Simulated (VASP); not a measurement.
# MgB2 (P6/mmm) in VASP: single point with PBE

Aim: the single point of MgB2 with PBE.

Program: VASP 6.6.1. These are calculated values, not measurements. Logs are shortened: lines on timing, memory, paths and dates and some standing lists are left out, and cuts for length are marked.

### 1 The cell of the first run

Symmetry: P6/mmm, No. 191, hexagonal system. The conventional cell has a = 3.063 Å, b = 3.063 Å, c = 3.521 Å, α = 90.00°, β = 90.00°, γ = 120.00°. Within 3.3 Å of Mg (site symmetry 6/mmm) lie 12 B at 2.50 Å and 6 Mg at 3.06 Å. B (site symmetry -6m2) has 3 B at 1.77 Å within 2.3 Å.

### 2 Single point, PBE

INCAR reads:

```
SYSTEM = MgB2
PREC = Accurate
ENCUT = 600
EDIFF = 1E-6
ISMEAR = 0
SIGMA = 0.1
LREAL = .False.
LASPH = .True.
NELM = 120
ALGO = Normal
ISIF = 2
LWAVE = .False.
LCHARG = .False.
GGA = PE
NBANDS = 11
GGA_COMPAT = .False.
```

KPOINTS reads:

```
Automatic mesh
0
Gamma
  6 6 6
  0 0 0
```

POSCAR reads:

```
MgB2
1.0
    3.0627620200      0.0000000000      0.0000000000
   -1.5313810100      2.6524298200      0.0000000000
    0.0000000000      0.0000000000      3.5208704500
Mg B
1 2
Direct
    0.0000000000      0.0000000000      0.0000000000
    0.6666666900      0.3333333400      0.5000000000
    0.3333333400      0.6666666900      0.5000000000
```

Potentials or basis: VASP PAW PBE potentials, release 64 (Mg, B).

Launch:

```bash
$ cat potpaw_PBE.64/Mg/POTCAR potpaw_PBE.64/B/POTCAR > POTCAR
$ mpirun -np 1 vasp_std > vasp.out
```

OUTCAR:

```text
SYSTEM = MgB2
   PREC = Accurate
   ENCUT = 600
   EDIFF = 1E-6
   ISMEAR = 0
   LREAL = .False.
   LASPH = .True.
   NELM = 120
   ISIF = 2
   GGA = PE

 ion  position               nearest neighbor table
   1  0.000  0.000  0.000-   3 2.50   3 2.50   2 2.50   2 2.50   3 2.50   3 2.50   2 2.50   2 2.50
                             2 2.50   2 2.50   3 2.50   3 2.50
   2  0.667  0.333  0.500-   3 1.77   3 1.77   3 1.77   1 2.50   1 2.50   1 2.50   1 2.50   1 2.50
                             1 2.50
   3  0.333  0.667  0.500-   2 1.77   2 1.77   2 1.77   1 2.50   1 2.50   1 2.50   1 2.50   1 2.50
                             1 2.50

  LATTYP: Found a hexagonal cell.
 ALAT       =     3.0627620200
 C/A-ratio  =     1.1495736290

  Lattice vectors:

 A1 = (   3.0627620200,   0.0000000000,   0.0000000000)
 A2 = (  -1.5313810100,   2.6524298200,   0.0000000000)
 A3 = (   0.0000000000,   0.0000000000,   3.5208704500)

Analysis of symmetry for initial positions (statically):
=====================================================================
 Subroutine PRICEL returns:
 Original cell was already a primitive cell.

 Routine SETGRP: Setting up the symmetry group for a
 hexagonal supercell.

 Subroutine GETGRP returns: Found 24 space group operations
 (whereof 24 operations were pure point group operations)
 out of a pool of 24 trial point group operations.

The static configuration has the point symmetry D_6h.

Analysis of symmetry for dynamics (positions and initial velocities):
=====================================================================
 Subroutine PRICEL returns:
 Original cell was already a primitive cell.

 Routine SETGRP: Setting up the symmetry group for a
 hexagonal supercell.

 Subroutine GETGRP returns: Found 24 space group operations
 (whereof 24 operations were pure point group operations)
 out of a pool of 24 trial point group operations.

The dynamic configuration has the point symmetry D_6h.

 Subroutine INISYM returns: Found 24 space group operations
 (whereof 24 operations are pure point group operations),
 and found     1 'primitive' translations

----------------------------------------------------------------------------------------

                                     Primitive cell

  volume of cell :      28.6027

  direct lattice vectors                    reciprocal lattice vectors
     3.062762020  0.000000000  0.000000000     0.326502677  0.188506401  0.000000000
    -1.531381010  2.652429820  0.000000000     0.000000000  0.377012803  0.000000000
     0.000000000  0.000000000  3.520870450     0.000000000  0.000000000  0.284020674

  length of vectors
     3.062762020  3.062762111  3.520870450     0.377012814  0.377012803  0.284020674

  position of ions in fractional coordinates (direct lattice)
     0.000000000  0.000000000  0.000000000
     0.666666690  0.333333340  0.500000000
     0.333333340  0.666666690  0.500000000

  ion indices of the primitive-cell ions
   primitive index   ion index
                 1           1
                 2           2
                 3           3

----------------------------------------------------------------------------------------

 KPOINTS: Automatic mesh

Automatic generation of k-mesh.
 Grid dimensions read from file:
 generate k-points for:    6    6    6

 Generating k-lattice:

  Cartesian coordinates                     Fractional coordinates (reciprocal lattice)
     0.054417113  0.031417734  0.000000000     0.166666667  0.000000000  0.000000000
     0.000000000  0.062835467  0.000000000     0.000000000  0.166666667  0.000000000
     0.000000000  0.000000000  0.047336779     0.000000000  0.000000000  0.166666667

  Length of vectors
     0.062835469  0.062835467  0.047336779

  Shift w.r.t. Gamma in fractional coordinates (k-lattice)
     0.000000000  0.000000000  0.000000000

 Subroutine IBZKPT returns following result:
 ===========================================

 Found     28 irreducible k-points:

 Following reciprocal coordinates:
            Coordinates               Weight
  0.000000  0.000000  0.000000      1.000000
  0.166667  0.000000  0.000000      6.000000
  0.333333 -0.000000  0.000000      6.000000
  0.500000  0.000000  0.000000      3.000000
  0.166667  0.166667  0.000000      6.000000
  0.333333  0.166667  0.000000     12.000000
[... 16 lines left out ...]
  0.166667  0.000000  0.500000      6.000000
  0.333333 -0.000000  0.500000      6.000000
 [... further k-points ...]
   k-points           NKPTS =     28   k-points in BZ     NKDIM =     28   number of bands    NBANDS=     11
   number of dos      NEDOS =    301   number of ions     NIONS =      3
   total plane-waves  NPLWV =  16128
   dimension x,y,z NGX =    24 NGY =   24 NGZ =   28
   dimension x,y,z NGXF=    48 NGYF=   48 NGZF=   56
   ions per type =               1   2
   NGX,Y,Z   is equivalent  to a cutoff of  13.03, 13.03, 13.22 a.u.
   NGXF,Y,Z  is equivalent  to a cutoff of  26.05, 26.05, 26.44 a.u.
 SYSTEM =  MgB2
   PREC   = accura    normal or accurate (medium, high low for compatibility)
   ISTART =      0    job   : 0-new  1-cont  2-samecut
   ICHARG =      2    charge: 1-file 2-atom 10-const
   ISPIN  =      1    spin polarized calculation?
   LNONCOLLINEAR =      F non collinear calculations
   LSORBIT =      F    spin-orbit coupling
   LASPH  =      T    aspherical Exc in radial PAW
   ENCUT  =  600.0 eV  44.10 Ry    6.64 a.u.   6.12  6.12  7.03*2*pi/ulx,y,z
   NELM   =    120;   NELMIN=  2; NELMDL= -5     # of ELM steps
   EDIFF  = 0.1E-05   stopping-criterion for ELM
   LREAL  =      F    real-space projection
   EDIFFG = 0.1E-04   stopping-criterion for IOM
   NSW    =      0    number of steps for IOM
   IBRION =     -1    ionic relax: 0-MD 1-quasi-New 2-CG
   NFREE  =      0    steps in history (QN), initial steepest desc. (CG)
   ISIF   =      2    stress and relaxation
   ISYM   =      2    0-nonsym 1-usesym 2-fastsym
   POTIM  = 0.5000    time-step for ionic-motion
   TEBEG  =    0.0;   TEEND  =   0.0 temperature during run
   PSTRESS=    0.0 pullay stress
   NELECT =       8.0000    total number of electrons
   NUPDOWN=      -1.0000    fix difference up-down
   EMIN   =  10.00;   EMAX   =-10.00  energy-range for DOS
   EFERMI =   0.00;   METHOD = LEGACY
   ISMEAR =     0;   SIGMA  =   0.10  broadening in eV -4-tet -1-fermi 0-gaus
   EFERMI_NEDOS =   21; number of points for ismear=-14 and -15
   IALGO  =     38    algorithm
   IMIX   =      4    mixing-type and parameters
     AMIX     =   0.40;   BMIX     =  1.00
     AMIX_MAG =   1.60;   BMIX_MAG =  1.00
  volume/ion in A,a.u.               =       9.53        64.34
  Fermi-wavevector in a.u.,A,eV,Ry     =   1.070621  2.023180 15.595397  1.146229
  Thomas-Fermi vector in A             =   2.206337
   LORBIT       =      0    0 simple, 1 ext, 2 COOP (PROOUT), +10 PAW based schemes
   GGA     = PE    functional components
   LHFCALC =     F    Hartree Fock is set to
   AEXX    =    0.0000 exact exchange contribution
   IVDW    =     0    specifies the selected vdW correction
   LEPSILON=     F    determine dielectric tensor
   LRPA    =     F    only Hartree local field effects (RPA)
 non-spin polarized calculation
 Gauss-broadening in eV      SIGMA  =   0.10
  energy-cutoff  :      600.00
  volume of cell :       28.60
 maximum number of plane-waves:       972
   NGX = 13   NGY = 13   NGZ = 15

 number of electron       8.0000000 magnetization

 Free energy of the ion-electron system (eV)
  ---------------------------------------------------
  ext. energy  EPLUGINS =         0.00000000
  ---------------------------------------------------
  free energy    TOTEN  =       -15.32962541 eV

  energy without entropy =      -15.32632610  energy(sigma->0) =      -15.32797576

 E-fermi :   5.4103     XC(G=0): -10.9650

 val. band max:        5.2234018243   @ k =   0.1667   0.0000   0.5000
 cond. band min:       5.4110067385   @ k =   0.3333   0.1667   0.0000
 fundamental gap:      0.1876049142
 Fermi energy:         5.4102667280

 k-point     1 :       0.0000    0.0000    0.0000
  band No.  band energies     occupation
      1      -7.1179      2.00000
      2       2.3475      2.00000
      3       5.8118      0.00000
      4       5.8119      0.00000
      5       6.9441      0.00000
      6      11.8339      0.00000
      7      11.8339      0.00000
      8      13.7278      0.00000
      9      15.4937      0.00000
     10      18.2954      0.00000
     11      21.6064      0.00000

 k-point     2 :       0.1667    0.0000    0.0000
  band No.  band energies     occupation
      1      -6.6305      2.00000
      2       2.8229      2.00000
      3       3.7495      2.00000
      4       4.8878      2.00000
      5       7.3922      0.00000
      6      11.3637      0.00000
      7      13.7374      0.00000
      8      13.8704      0.00000
      9      14.5901      0.00000
     10      20.0915      0.00000
     11      20.4287      0.00000

 k-point     3 :       0.3333   -0.0000    0.0000
  band No.  band energies     occupation
      1      -5.1929      2.00000
      2       0.2957      2.00000
      3       3.6904      2.00000
      4       4.1826      2.00000
      5       8.5996      0.00000
      6      10.5025      0.00000
      7      10.6170      0.00000
      8      14.0858      0.00000
      9      17.5751      0.00000
     10      18.6506      0.00000
     11      19.9034      0.00000
[... 267 lines left out ...]
 k-point    23 :       0.1667    0.0000    0.5000
  band No.  band energies     occupation
      1      -5.3936      2.00000
      2      -1.5931      2.00000
      3       4.2909      2.00000
      4       5.2234      1.99177
      5      10.6558      0.00000
      6      12.0250      0.00000
      7      14.1092      0.00000
      8      15.6549      0.00000
      9      16.1400      0.00000
     10      16.6652      0.00000
     11      16.9965      0.00000

 k-point    24 :       0.3333   -0.0000    0.5000
  band No.  band energies     occupation
      1      -4.0763      2.00000
      2       0.0049      2.00000
      3       1.0471      2.00000
      4       3.9880      2.00000
      5       6.6812      0.00000
      6      11.4887      0.00000
      7      14.8384      0.00000
      8      14.9138      0.00000
      9      17.2589      0.00000
     10      18.1434      0.00000
     11      19.1316      0.00000

 [... further k-points ...]

------------------------ aborting loop because EDIFF is reached ----------------------------------------

  FORCE on cell =-STRESS in cart. coord.  units (eV):
  Direction    XX          YY          ZZ          XY          YZ          ZX
  --------------------------------------------------------------------------------------
  -------------------------------------------------------------------------------------
  Total        0.5449444      0.5449445     -0.3119614     -0.0000000      0.0000000      0.0000000
  in kB       30.5249958     30.5249982    -17.4744771     -0.0000000      0.0000000      0.0000000
  external PRESSURE =      14.5251723 kB  Pullay stress =       0.0000000 kB

 VOLUME and BASIS-vectors are now :
 -----------------------------------------------------------------------------
  energy-cutoff  :      600.00
  volume of cell :       28.60
      direct lattice vectors                 reciprocal lattice vectors
     3.062762020  0.000000000  0.000000000     0.326502677  0.188506401  0.000000000
    -1.531381010  2.652429820  0.000000000     0.000000000  0.377012803  0.000000000
     0.000000000  0.000000000  3.520870450     0.000000000  0.000000000  0.284020674

 POSITION                                       TOTAL-FORCE (eV/Angst)
 -----------------------------------------------------------------------------------
      0.00000      0.00000      0.00000        -0.000000      0.000000      0.000000
      1.53138      0.88414      1.76044         0.000000     -0.000000      0.000000
     -0.00000      1.76829      1.76044        -0.000000     -0.000000      0.000000
 -----------------------------------------------------------------------------------
    total drift:                               -0.000003     -0.000005     -0.000000

  FREE ENERGIE OF THE ION-ELECTRON SYSTEM (eV)
  ---------------------------------------------------
  free  energy   TOTEN  =       -15.3296254130 eV

  energy  without entropy=      -15.3263260982  energy(sigma->0) =      -15.32797576
```

It took 6.1 s on 1 thread of Intel Xeon Platinum 8375C at 2.90GHz (Ice Lake), shared host; peak memory 0.14 GiB.

What came out:

| Quantity | Value |
| --- | --- |
| Free energy | -15.3296 eV |
| Pressure | 1.5 GPa |
| Band gap on the k mesh | zero (band 4 reaches 7.16 eV, above the bottom of band 5 at 3.34 eV) |

Caveat: the k points lie up to 0.39 Å⁻¹ apart.
